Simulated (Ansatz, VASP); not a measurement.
# Zr: VASP beside Ansatz

File INCAR:

```
SYSTEM = Zr
PREC     = Accurate       ! precision mode
ENCUT    = 600            ! plane-wave cutoff, eV
EDIFF    = 1E-6           ! SCF threshold, eV
ISMEAR   = -1             ! smearing method
SIGMA    = 0.15           ! smearing width, eV
LREAL    = .FALSE.        ! projectors in reciprocal space
LASPH    = .TRUE.         ! aspherical terms in the spheres
NELM     = 100            ! most SCF steps
ALGO     = Fast           ! electronic algorithm
ISIF     = 3              ! what is computed and relaxed
LWAVE    = .FALSE.        ! write WAVECAR
LCHARG   = .FALSE.        ! write CHGCAR
IBRION   = 2              ! ionic algorithm
NSW      = 80             ! ionic steps
EDIFFG   = -0.001         ! ionic threshold
```

KPOINTS

```
Automatic mesh
0
G
  12 12 8
  0 0 0
```

The input POSCAR:

```
Zr
1.0
    3.1539378947      0.0000000028      0.0000000000
   -1.5769689498      2.7313903374      0.0000000000
    0.0000000000      0.0000000000      5.0620998342
Zr
2
Direct
    0.3333333333      0.6666666667      0.2500000000
    0.6666666667      0.3333333333      0.7500000000
```

Input for Ansatz:

```yaml
crystal:
  lattice:
    - [3.1539378947, 2.8e-09, 0.0]
    - [-1.5769689498, 2.7313903374, 0.0]
    - [0.0, 0.0, 5.0620998342]
  atoms:
    - { symbol: Zr, position: [0.3333333333, 0.6666666667, 0.25] }
    - { symbol: Zr, position: [0.6666666667, 0.3333333333, 0.75] }
basis:
  ecutwfc: 420
kpoints:
  mp_grid: { grid: [12, 12, 8] }
hamiltonian:
  xc: lda
  pseudopotentials: { kind: paw, azcp: { folder: soft_1 } }
scf:
  occupations: { method: fermi_dirac, width: 0.15 }
output:
  forces: true
  stress: true
  eigenvalues: true
relax:
  adjacent_minimum: "off"
  f_tol: 0.001
  max_steps: 60
  cell: { stress_tol: 0.01 }
```

Alike in both runs: task relaxation of cell and atoms; functional LDA; k mesh 12 × 12 × 8; occupations fermi-dirac, width 0.15 eV; no spin polarisation.

|  | VASP | Ansatz |
| --- | --- | --- |
| version | VASP 6.6.1 | Ansatz 0.2.0 |
| potentials or method | VASP PAW LDA potentials, release 64 (Zr_sv), cutoff 600 eV | scalar-relativistic, plane waves, PAW |
| valence electrons in the cell | 24 | 24 |

```csv
,VASP,Ansatz,Ansatz less VASP
"gap on the k mesh at the Fermi level, each at its own relaxed structure (eV)",none,none,-
relaxed volume (Å³/atom),21.84,21.83,-0.011
relaxed length of the cell vector where the two differ most in proportion (Å),5.109,5.106,-0.0029
```

Ansatz warns that its potentials were made for another functional, while VASP's fit it. LDA's correlation is that of Perdew and Zunger in VASP and of Perdew and Wang (1992) in Ansatz. A gap of «none» marks a metal or a gap that the smearing closes.
